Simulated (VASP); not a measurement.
Here is a VASP 6.6.1 calculation.

INCAR

```
SYSTEM = Bi2S3
PREC = Accurate
ENCUT = 520
EDIFF = 1E-6
ISMEAR = -1
SIGMA = 0.02
LREAL = Auto
LASPH = .True.
NELM = 60
ALGO = Normal
ISIF = 2
LWAVE = .False.
LCHARG = .False.
GGA = CA
NBANDS = 112
```

The input KPOINTS:

```
Automatic mesh
0
Gamma
  2 6 2
  0 0 0
```

Contents of POSCAR:

```
Bi2S3
1.0
   11.0200044313      0.0000000000      0.0000000000
    0.0000000000      3.9394774312      0.0000000000
    0.0000000000      0.0000000000     10.8307710310
Bi S
8 12
Direct
    0.4949276591      0.2500000000      0.3241170142
    0.0050723409      0.7500000000      0.8241170142
    0.9949276591      0.2500000000      0.1758829858
    0.5050723409      0.7500000000      0.6758829858
    0.3319208647      0.7500000000      0.0298091456
    0.1680791353      0.2500000000      0.5298091456
    0.8319208647      0.7500000000      0.4701908544
    0.6680791353      0.2500000000      0.9701908544
    0.2810411288      0.2500000000      0.1953394871
    0.2189588712      0.7500000000      0.6953394871
    0.7810411288      0.2500000000      0.3046605129
    0.7189588712      0.7500000000      0.8046605129
    0.5497404561      0.7500000000      0.1293785242
    0.9502595439      0.2500000000      0.6293785242
    0.0497404561      0.7500000000      0.3706214758
    0.4502595439      0.2500000000      0.8706214758
    0.3767400134      0.7500000000      0.4428518820
    0.1232599866      0.2500000000      0.9428518820
    0.8767400134      0.7500000000      0.0571481180
    0.6232599866      0.2500000000      0.5571481180
```

Potentials or basis: VASP PAW LDA potentials, release 64 (Bi_d, S).

Launch:

```sh
$ cat potpaw_LDA.64/Bi_d/POTCAR potpaw_LDA.64/S/POTCAR > POTCAR
$ mpirun -np 1 vasp_std > vasp.out
```

**Question.** Estimate the largest force.

**Answer.** 0.016 eV/Å.

**Question.** Predict the band gap on the k mesh.

**Answer.** 1.17 eV (least direct gap 1.19 eV).

**Question.** Estimate the pressure.

**Answer.** 0.0 GPa.

Forces on the atoms (eV/Å):
```
Bi  -0.006  0.000  0.000
Bi   0.006  0.000  0.000
Bi  -0.006  0.000  0.000
Bi   0.006  0.000  0.000
Bi  -0.007  0.000 -0.005
Bi   0.007  0.000 -0.005
Bi  -0.007  0.000  0.005
Bi   0.007  0.000  0.005
S   -0.007  0.000  0.015
S    0.007  0.000  0.015
S   -0.007  0.000 -0.015
S    0.007  0.000 -0.015
S    0.004  0.000  0.003
S   -0.004  0.000  0.003
S    0.004  0.000 -0.003
S   -0.004  0.000 -0.003
S   -0.012  0.000 -0.008
S    0.012  0.000 -0.008
S   -0.012  0.000  0.008
S    0.012  0.000  0.008
```

Caveat: spin-orbit coupling is left out, which moves the levels of the heavy elements. A k mesh can miss the band edges.
